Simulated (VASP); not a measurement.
A run of VASP 6.6.1:

File INCAR:

```
SYSTEM = Si2W
ALGO = Normal
EDIFF = 1E-7
ENCUT = 520
GGA = PE
ISIF = 2
ISMEAR = 0
ISYM = 0
LASPH = .TRUE.
LCHARG = .FALSE.
LREAL = .FALSE.
LWAVE = .FALSE.
NBANDS = 18
NELM = 60
PREC = Accurate
SIGMA = 0.1
```

Contents of KPOINTS:

```
k-points
0
G
  11 8 12
  0 0 0
```

File POSCAR:

```
Si2W
1.0
    3.2289953256      0.0000000000      0.0000000000
   -1.6144976628      4.2518642008      0.0000000000
    0.0000000000      1.2260987558      2.9871546083
Si W
2 1
Direct
    0.6654255994      0.3308511988      0.3345744006
    0.3345744006      0.6691488012      0.6654255994
    0.0000000000      0.0000000000      0.0000000000
```

Potentials or basis: VASP PAW PBE potentials, release 64 (Si, W_sv).

Launch:

```bash
$ cat potpaw_PBE.64/Si/POTCAR potpaw_PBE.64/W_sv/POTCAR > POTCAR
$ mpirun -np 1 vasp_std > vasp.out
```

Hardware: 1 thread of AMD EPYC 9R45 96-Core Processor (Zen 5), with other jobs on the host.

Question: How long does it take, and how much memory?

Answer: It took 2.8 min on 1 thread of AMD EPYC 9R45 96-Core Processor (Zen 5) (shared host), peak memory 0.42 GiB. Counts: scf iterations 14, k points 530.
